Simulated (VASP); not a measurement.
Here is a VASP 6.6.1 calculation.

Contents of INCAR:

```
PREC = Accurate
ENCUT = 520
EDIFF = 1E-7
ISMEAR = 0
SIGMA = 0.02
LREAL = False
LASPH = True
NELM = 60
ALGO = Normal
ISIF = 2
LWAVE = False
LCHARG = False
GGA = PE
NBANDS = 11
```

The input KPOINTS:

```
Automatic mesh
0
Gamma
  12 12 12
```

The input POSCAR:

```
BN
1.0
    0.0000000000      1.7753299942      1.7753299942
    1.7753299942      0.0000000000      1.7753299942
    1.7753299942      1.7753299942      0.0000000000
B N
1 1
Direct
    0.0000000000      0.0000000000      0.0000000000
    0.2500000000      0.2500000000      0.2500000000
```

Potentials or basis: VASP PAW PBE potentials, release 64 (B, N).

Command:

```bash
$ cat potpaw_PBE.64/B/POTCAR potpaw_PBE.64/N/POTCAR > POTCAR
$ mpirun -np 1 vasp_std > vasp.out
```

Estimate the band gap on the k mesh.

4.51 eV, indirect (least direct gap 9.08 eV).

Predict the pressure.

26.2 GPa.

 A k mesh can miss the band edges.
